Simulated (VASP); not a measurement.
# BiPbCl5 (P1) in VASP: further runs

Runs on BiPbCl5. Level: PBE. Tasks: single point.

All numbers are computed with VASP 6.6.1; they aren't measurements. Logs are shortened: lines on timing, memory, paths and dates and some standing lists are left out, and cuts for length are marked.

### Step 1. The cell of the first run

The typed cell holds 7 atoms: a = 4.350 Å, b = 6.052 Å, c = 9.134 Å, α = 92.66°, β = 90.02°, γ = 90.54°.

### Step 2. Single point, PBE

Input file INCAR:

```
SYSTEM = BiPbCl5
PREC     = Accurate       ! precision mode
ENCUT    = 520            ! plane-wave cutoff, eV
EDIFF    = 1E-7           ! SCF threshold, eV
ISMEAR   = 0              ! smearing method
SIGMA    = 0.1            ! smearing width, eV
LREAL    = .FALSE.        ! projectors in reciprocal space
LASPH    = .TRUE.         ! aspherical terms in the spheres
NELM     = 100            ! most SCF steps
ALGO     = Normal         ! electronic algorithm
ISIF     = 2              ! what is computed and relaxed
LWAVE    = .FALSE.        ! write WAVECAR
LCHARG   = .FALSE.        ! write CHGCAR
GGA      = PE             ! functional
NBANDS   = 41             ! bands
```

Input file KPOINTS:

```
regular mesh
0
G
  4 4 2
  0 0 0
```

Input file POSCAR:

```
BiPbCl5
1.0
    4.3495149510      0.0000000000      0.0000000000
   -0.0572942183      6.0513825041      0.0000000000
   -0.0035412820     -0.4245050616      9.1241438285
Bi Pb Cl
1 1 5
Direct
    0.0008967510      0.7769424177      0.4875931233
    0.4981269011      0.8203867581      0.9298202045
    0.9975485434      0.3885611237      0.3830693529
    0.9970878417      0.5721503184      0.7460856698
    0.5005212353      0.8417950502      0.2973785193
    0.5021234404      0.0074529181      0.6574865210
    0.0036952872      0.0927114137      0.9985666092
```

Potentials or basis: VASP PAW PBE potentials, release 64 (Bi_d, Pb_d, Cl).

On the command line:

```sh
$ cat potpaw_PBE.64/Bi_d/POTCAR potpaw_PBE.64/Pb_d/POTCAR potpaw_PBE.64/Cl/POTCAR > POTCAR
$ mpirun -np 1 vasp_std > vasp.out
```

OUTCAR:

```text
SYSTEM = BiPbCl5
   PREC = Accurate
   ENCUT = 520
   EDIFF = 1E-7
   ISMEAR = 0
   LREAL = .FALSE.
   LASPH = .TRUE.
   NELM = 100
   ISIF = 2
   GGA = PE

 ion  position               nearest neighbor table
   1  0.001  0.777  0.488-   3 2.50   4 2.72   5 2.82   5 2.83   6 2.97   6 2.99
   2  0.498  0.820  0.930-   7 2.78   6 2.78   7 2.79   4 3.09   4 3.10   5 3.35
   3  0.998  0.389  0.383-   1 2.50
   4  0.997  0.572  0.746-   1 2.72   2 3.09   2 3.10
   5  0.501  0.842  0.297-   1 2.82   1 2.83   2 3.35
   6  0.502  0.007  0.657-   2 2.78   1 2.97   1 2.99
   7  0.004  0.093  0.999-   2 2.78   2 2.79

  LATTYP: Found a triclinic cell.
 ALAT       =     7.4190558044
 B/A-ratio  =     0.5862626007
 C/A-ratio  =     1.2311558999
 COS(alpha) =     0.0003877027
 COS(beta)  =     0.0381319768
 COS(gamma) =     0.5785400253

  Lattice vectors:

 A1 = (   4.2922207327,   6.0513825041,   0.0000000000)
 A2 = (   4.3495149510,   0.0000000000,   0.0000000000)
 A3 = (   0.0035412820,   0.4245050616,  -9.1241438285)

Analysis of symmetry for initial positions (statically):
=====================================================================
 Subroutine PRICEL returns:
 Original cell was already a primitive cell.

 Routine SETGRP: Setting up the symmetry group for a
 triclinic supercell.

 Subroutine GETGRP returns: Found  1 space group operations
 (whereof  1 operations were pure point group operations)
 out of a pool of  2 trial point group operations.

The static configuration has the point symmetry C_1 .

Analysis of symmetry for dynamics (positions and initial velocities):
=====================================================================
 Subroutine PRICEL returns:
 Original cell was already a primitive cell.

 Routine SETGRP: Setting up the symmetry group for a
 triclinic supercell.

 Subroutine GETGRP returns: Found  1 space group operations
 (whereof  1 operations were pure point group operations)
 out of a pool of  2 trial point group operations.

The dynamic configuration has the point symmetry C_1 .

 Subroutine INISYM returns: Found  1 space group operations
 (whereof  1 operations are pure point group operations),
 and found     1 'primitive' translations

----------------------------------------------------------------------------------------

                                     Primitive cell

  volume of cell :     240.1527

  direct lattice vectors                    reciprocal lattice vectors
     4.349514951  0.000000000  0.000000000     0.229910694  0.002176784  0.000190509
    -0.057294218  6.051382504  0.000000000     0.000000000  0.165251494  0.007688403
    -0.003541282 -0.424505062  9.124143828     0.000000000  0.000000000  0.109599324

  length of vectors
     4.349514951  6.051653728  9.134014325     0.229921077  0.165430251  0.109599324

  position of ions in fractional coordinates (direct lattice)
     0.000896751  0.776942418  0.487593123
     0.498126901  0.820386758  0.929820204
     0.997548543  0.388561124  0.383069353
     0.997087842  0.572150318  0.746085670
     0.500521235  0.841795050  0.297378519
     0.502123440  0.007452918  0.657486521
     0.003695287  0.092711414  0.998566609

  ion indices of the primitive-cell ions
   primitive index   ion index
                 1           1
                 2           2
                 3           3
                 4           4
                 5           5
                 6           6
                 7           7

----------------------------------------------------------------------------------------

 KPOINTS: regular mesh

Automatic generation of k-mesh.
 Grid dimensions read from file:
 generate k-points for:    4    4    2

 Generating k-lattice:

  Cartesian coordinates                     Fractional coordinates (reciprocal lattice)
     0.057477673  0.000544196  0.000047627     0.250000000  0.000000000  0.000000000
     0.000000000  0.041312874  0.001922101     0.000000000  0.250000000 -0.000000000
     0.000000000  0.000000000  0.054799662     0.000000000  0.000000000  0.500000000

  Length of vectors
     0.057480269  0.041357563  0.054799662

  Shift w.r.t. Gamma in fractional coordinates (k-lattice)
     0.000000000  0.000000000  0.000000000

 Subroutine IBZKPT returns following result:
 ===========================================

 Found     20 irreducible k-points:

 Following reciprocal coordinates:
            Coordinates               Weight
  0.000000  0.000000  0.000000      1.000000
  0.250000  0.000000 -0.000000      2.000000
  0.500000  0.000000 -0.000000      1.000000
  0.000000  0.250000  0.000000      2.000000
  0.250000  0.250000  0.000000      2.000000
  0.500000  0.250000  0.000000      2.000000
[... 12 lines left out ...]
  0.250000  0.500000  0.500000      2.000000
  0.500000  0.500000  0.500000      1.000000
   k-points           NKPTS =     20   k-points in BZ     NKDIM =     20   number of bands    NBANDS=     41
   number of dos      NEDOS =    301   number of ions     NIONS =      7
   total plane-waves  NPLWV = 107520
   dimension x,y,z NGX =    32 NGY =   48 NGZ =   70
   dimension x,y,z NGXF=    64 NGYF=   96 NGZF=  140
   ions per type =               1   1   5
   NGX,Y,Z   is equivalent  to a cutoff of  12.23, 13.19, 12.74 a.u.
   NGXF,Y,Z  is equivalent  to a cutoff of  24.46, 26.37, 25.48 a.u.
 SYSTEM =  BiPbCl5
   PREC   = accura    normal or accurate (medium, high low for compatibility)
   ISTART =      0    job   : 0-new  1-cont  2-samecut
   ICHARG =      2    charge: 1-file 2-atom 10-const
   ISPIN  =      1    spin polarized calculation?
   LNONCOLLINEAR =      F non collinear calculations
   LSORBIT =      F    spin-orbit coupling
   LASPH  =      T    aspherical Exc in radial PAW
   ENCUT  =  520.0 eV  38.22 Ry    6.18 a.u.   8.09 11.25 16.98*2*pi/ulx,y,z
   NELM   =    100;   NELMIN=  2; NELMDL= -5     # of ELM steps
   EDIFF  = 0.1E-06   stopping-criterion for ELM
   LREAL  =      F    real-space projection
   EDIFFG = 0.1E-05   stopping-criterion for IOM
   NSW    =      0    number of steps for IOM
   IBRION =     -1    ionic relax: 0-MD 1-quasi-New 2-CG
   NFREE  =      0    steps in history (QN), initial steepest desc. (CG)
   ISIF   =      2    stress and relaxation
   ISYM   =      2    0-nonsym 1-usesym 2-fastsym
   POTIM  = 0.5000    time-step for ionic-motion
   TEBEG  =    0.0;   TEEND  =   0.0 temperature during run
   PSTRESS=    0.0 pullay stress
   NELECT =      64.0000    total number of electrons
   NUPDOWN=      -1.0000    fix difference up-down
   EMIN   =  10.00;   EMAX   =-10.00  energy-range for DOS
   EFERMI =   0.00;   METHOD = LEGACY
   ISMEAR =     0;   SIGMA  =   0.10  broadening in eV -4-tet -1-fermi 0-gaus
   EFERMI_NEDOS =   21; number of points for ismear=-14 and -15
   IALGO  =     38    algorithm
   IMIX   =      4    mixing-type and parameters
     AMIX     =   0.40;   BMIX     =  1.00
     AMIX_MAG =   1.60;   BMIX_MAG =  1.00
  volume/ion in A,a.u.               =      34.31       231.52
  Fermi-wavevector in a.u.,A,eV,Ry     =   1.053511  1.990847 15.100901  1.109885
  Thomas-Fermi vector in A             =   2.188635
   LORBIT       =      0    0 simple, 1 ext, 2 COOP (PROOUT), +10 PAW based schemes
   GGA     = PE    functional components
   LHFCALC =     F    Hartree Fock is set to
   AEXX    =    0.0000 exact exchange contribution
   IVDW    =     0    specifies the selected vdW correction
   LEPSILON=     F    determine dielectric tensor
   LRPA    =     F    only Hartree local field effects (RPA)
 non-spin polarized calculation
 Gauss-broadening in eV      SIGMA  =   0.10
  energy-cutoff  :      520.00
  volume of cell :      240.15
 maximum number of plane-waves:      6502
   NGX = 17   NGY = 23   NGZ = 33

 number of electron      64.0000001 magnetization

 Free energy of the ion-electron system (eV)
  ---------------------------------------------------
  ext. energy  EPLUGINS =         0.00000000
  ---------------------------------------------------
  free energy    TOTEN  =       -23.56782575 eV

  energy without entropy =      -23.56782575  energy(sigma->0) =      -23.56782575

 E-fermi :   0.3674     XC(G=0):  -7.5915

 val. band max:       -0.1208628433   @ k =   0.5000   0.5000   0.5000
 cond. band min:       3.1235533993   @ k =   0.0000   0.0000   0.5000
 fundamental gap:      3.2444162426
 Fermi energy:         0.3673755150

 k-point     1 :       0.0000    0.0000    0.0000
  band No.  band energies     occupation
      1     -22.3111      2.00000
      2     -22.2870      2.00000
      3     -22.2329      2.00000
      4     -22.2217      2.00000
      5     -22.1913      2.00000
      6     -15.4747      2.00000
[... 33 lines left out ...]
     40       8.1068      0.00000
     41       8.6039      0.00000

 k-point     2 :       0.2500    0.0000   -0.0000
  band No.  band energies     occupation
      1     -22.3036      2.00000
      2     -22.2919      2.00000
      3     -22.2316      2.00000
      4     -22.2250      2.00000
      5     -22.1909      2.00000
      6     -15.4636      2.00000
[... 33 lines left out ...]
     40       8.1824      0.00000
     41       8.6253      0.00000

 k-point     3 :       0.5000    0.0000   -0.0000
  band No.  band energies     occupation
      1     -22.2973      2.00000
      2     -22.2957      2.00000
      3     -22.2303      2.00000
      4     -22.2283      2.00000
      5     -22.1906      2.00000
      6     -15.4722      2.00000
[... 33 lines left out ...]
     40       8.6258      0.00000
     41       9.0379      0.00000

 k-point     4 :       0.0000    0.2500    0.0000
  band No.  band energies     occupation
      1     -22.3111      2.00000
      2     -22.2870      2.00000
      3     -22.2327      2.00000
      4     -22.2217      2.00000
      5     -22.1913      2.00000
      6     -15.4747      2.00000
[... 649 lines left out ...]
     40       8.5698      0.00000
     41       8.8416      0.00000

 k-point    19 :       0.2500    0.5000    0.5000
  band No.  band energies     occupation
      1     -22.3035      2.00000
      2     -22.2919      2.00000
      3     -22.2313      2.00000
      4     -22.2250      2.00000
      5     -22.1909      2.00000
      6     -15.4628      2.00000
[... 33 lines left out ...]
     40       8.5776      0.00000
     41       8.8976      0.00000

 k-point    20 :       0.5000    0.5000    0.5000
  band No.  band energies     occupation
      1     -22.2973      2.00000
      2     -22.2956      2.00000
      3     -22.2299      2.00000
      4     -22.2283      2.00000
      5     -22.1905      2.00000
      6     -15.4744      2.00000
[... 33 lines left out ...]
     40       8.7880      0.00000
     41       9.1818      0.00000

------------------------ aborting loop because EDIFF is reached ----------------------------------------

  FORCE on cell =-STRESS in cart. coord.  units (eV):
  Direction    XX          YY          ZZ          XY          YZ          ZX
  --------------------------------------------------------------------------------------
  -------------------------------------------------------------------------------------
  Total       -0.1250744     -0.0853143     -0.1531894      0.0127048     -0.0050409     -0.0067887
  in kB       -0.8344329     -0.5691740     -1.0220018      0.0847599     -0.0336304     -0.0452905
  external PRESSURE =      -0.8085362 kB  Pullay stress =       0.0000000 kB

 VOLUME and BASIS-vectors are now :
 -----------------------------------------------------------------------------
  energy-cutoff  :      520.00
  volume of cell :      240.15
      direct lattice vectors                 reciprocal lattice vectors
     4.349514951  0.000000000  0.000000000     0.229910694  0.002176784  0.000190509
    -0.057294218  6.051382504  0.000000000     0.000000000  0.165251494  0.007688403
    -0.003541282 -0.424505062  9.124143828     0.000000000  0.000000000  0.109599324

 POSITION                                       TOTAL-FORCE (eV/Angst)
 -----------------------------------------------------------------------------------
     -0.04234      4.49459      4.44887        -0.004090      0.022842      0.037728
      2.11631      4.56976      8.48381         0.007838      0.013400     -0.019332
      4.31523      2.18872      3.49518        -0.000093     -0.006587     -0.008921
      4.30143      3.14558      6.80739        -0.000216      0.003929      0.009726
      2.12774      4.96779      2.71332         0.003317     -0.009061     -0.013208
      2.18124     -0.23401      5.99900        -0.000213     -0.005889      0.003691
      0.00722      0.13714      9.11107        -0.006543     -0.018634     -0.009685
 -----------------------------------------------------------------------------------
    total drift:                                0.000222      0.000204      0.000905

  FREE ENERGIE OF THE ION-ELECTRON SYSTEM (eV)
  ---------------------------------------------------
  free  energy   TOTEN  =       -23.5678257453 eV

  energy  without entropy=      -23.5678257453  energy(sigma->0) =      -23.56782575
```

Wall time 3.6 min (1 thread of Intel Xeon Platinum 8259CL at 2.50GHz (Skylake/Cascade Lake), shared host); peak memory 0.42 GiB.

Results:

```
Free energy            : -23.5678 eV
Pressure               : -0.1 GPa
Largest force          : 0.044 eV/Å
Band gap on the k mesh : 3.24 eV (least direct gap 3.30 eV)
```

Forces on the atoms (eV/Å):
```
Bi  -0.004  0.023  0.038
Pb   0.008  0.013 -0.019
Cl   0.000 -0.007 -0.009
Cl   0.000  0.004  0.010
Cl   0.003 -0.009 -0.013
Cl   0.000 -0.006  0.004
Cl  -0.007 -0.019 -0.010
```

Levels at points of the mesh, in eV from the valence-band top:
```
           k point  band 28  band 29  band 30  band 31  band 32  band 33  band 34  band 35  band 36  band 37
(0.00, 0.00, 0.00)    -0.62    -0.55    -0.33    -0.29    -0.09     3.40     3.74     4.11     4.56     4.91
(0.50, 0.00, 0.00)    -0.64    -0.48    -0.37    -0.29    -0.15     3.55     4.16     4.90     5.13     5.48
(0.00, 0.50, 0.00)    -0.61    -0.44    -0.40    -0.25    -0.11     3.34     3.72     3.90     4.15     4.99
(0.50, 0.50, 0.00)    -0.49    -0.42    -0.39    -0.35    -0.18     3.51     3.99     4.93     4.98     5.38
(0.00, 0.00, 0.50)    -0.54    -0.47    -0.33    -0.25    -0.06     3.24     3.75     3.99     4.58     4.83
(0.50, 0.00, 0.50)    -0.75    -0.61    -0.35    -0.28    -0.23     3.55     4.42     4.87     4.95     5.49
(0.00, 0.50, 0.50)    -0.63    -0.43    -0.41    -0.31    -0.14     3.30     3.76     3.88     4.29     4.80
(0.50, 0.50, 0.50)    -0.70    -0.30    -0.28    -0.21     0.00     3.40     4.00     4.91     4.94     5.32
```

Caveat: spin-orbit coupling is left out, which moves the levels of the heavy elements. A k mesh can miss the band edges.

(Continued in part 2 of 2.)
